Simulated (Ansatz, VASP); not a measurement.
# One calculation of W, two programs

File INCAR:

```
ALGO     = Normal         # electronic algorithm
EDIFF    = 1E-7           # SCF threshold, eV
EDIFFG   = -0.01          # ionic threshold
ENCUT    = 600            # plane-wave cutoff, eV
GGA      = PE             # functional
IBRION   = 2              # ionic algorithm
ISIF     = 3              # what is computed and relaxed
ISMEAR   = 0              # smearing method
LASPH    = T              # aspherical terms in the spheres
LCHARG   = F              # write CHGCAR
LREAL    = F              # projectors in reciprocal space
LWAVE    = F              # write WAVECAR
NELM     = 60             # most SCF steps
NSW      = 100            # ionic steps
PREC     = Accurate       # precision mode
SIGMA    = 0.1            # smearing width, eV
```

Contents of KPOINTS:

```
k-points
0
Gamma
  24 24 24
```

POSCAR

```
W
1.0
   -1.5924141632      1.5924141632      1.5924141632
    1.5924141632     -1.5924141632      1.5924141632
    1.5924141632      1.5924141632     -1.5924141632
W
1
Direct
    0.0000000000      0.0000000000      0.0000000000
```

Input for Ansatz:

```yaml
crystal:
  lattice:
    - [-1.5924141632, 1.5924141632, 1.5924141632]
    - [1.5924141632, -1.5924141632, 1.5924141632]
    - [1.5924141632, 1.5924141632, -1.5924141632]
  atoms:
    - { symbol: W, position: [0.0, 0.0, 0.0] }
basis:
  ecutwfc: 420
kpoints:
  mp_grid: { grid: [24, 24, 24] }
hamiltonian:
  xc: pbe
scf:
  occupations: { method: gaussian, width: 0.1 }
output:
  forces: true
  stress: true
  eigenvalues: true
relax:
  adjacent_minimum: "off"
  f_tol: 0.01
  max_steps: 80
  cell: { stress_tol: 0.05 }
```

Alike in both runs: task relaxation of cell and atoms; functional PBE; k mesh 24 × 24 × 24; occupations gaussian, width 0.1 eV; no spin polarisation.

|  | VASP | Ansatz |
| --- | --- | --- |
| version | VASP 6.6.1 | Ansatz 0.2.0 |
| potentials or method | VASP PAW PBE potentials, release 64 (W_sv), cutoff 600 eV | scalar-relativistic, plane waves, PAW |
| valence electrons in the cell | 14 | 14 |

Ansatz gave:

* gap on the k mesh at the Fermi level, each at its own relaxed structure (eV): none
* relaxed volume (Å³/atom): 16.14
* relaxed cell length with the largest relative difference (Å): 2.757

Task: Which values does VASP return?

Result: gap on the k mesh at the Fermi level, each at its own relaxed structure (eV): none; relaxed volume (Å³/atom): 16.16; relaxed cell length with the largest relative difference (Å): 2.759.

A gap of «none» marks a metal or a gap that the smearing closes.

Spin-orbit coupling is off throughout.
